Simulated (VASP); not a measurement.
Input of a VASP 6.6.1 run:

INCAR

```
SYSTEM = KBr
PREC     = Accurate       ! precision mode
ENCUT    = 520            ! plane-wave cutoff, eV
EDIFF    = 1E-7           ! SCF threshold, eV
ISMEAR   = 0              ! smearing method
SIGMA    = 0.01           ! smearing width, eV
LREAL    = .False.        ! projectors in reciprocal space
LASPH    = .True.         ! aspherical terms in the spheres
NELM     = 100            ! most SCF steps
ALGO     = Normal         ! electronic algorithm
ISIF     = 2              ! what is computed and relaxed
LWAVE    = .False.        ! write WAVECAR
LCHARG   = .False.        ! write CHGCAR
GGA      = CA             ! functional
NBANDS   = 15             ! bands
```

The input KPOINTS:

```
regular mesh
0
Gamma
  4 4 4
  0 0 0
```

POSCAR

```
KBr
1.0
    3.9762553130      0.0000000000      0.0000000000
    0.0000000000      3.9762553130      0.0000000000
    0.0000000000      0.0000000000      3.9762553130
K Br
1 1
Direct
    0.0000000000      0.0000000000      0.0000000000
    0.5000000000      0.5000000000      0.5000000000
```

Potentials or basis: VASP PAW LDA potentials, release 64 (K_sv, Br).

Launch:

```console
$ cat potpaw_LDA.64/K_sv/POTCAR potpaw_LDA.64/Br/POTCAR > POTCAR
$ mpirun -np 1 vasp_std > vasp.out
```

Q: What does it give for the pressure?

A: -2.0 GPa.

Q: Estimate the band gap on the k mesh.

A: 3.63 eV (least direct gap 3.92 eV).

Caveat: the structure was generated, so it needn't be the stable form of KBr. A k mesh can miss the band edges.
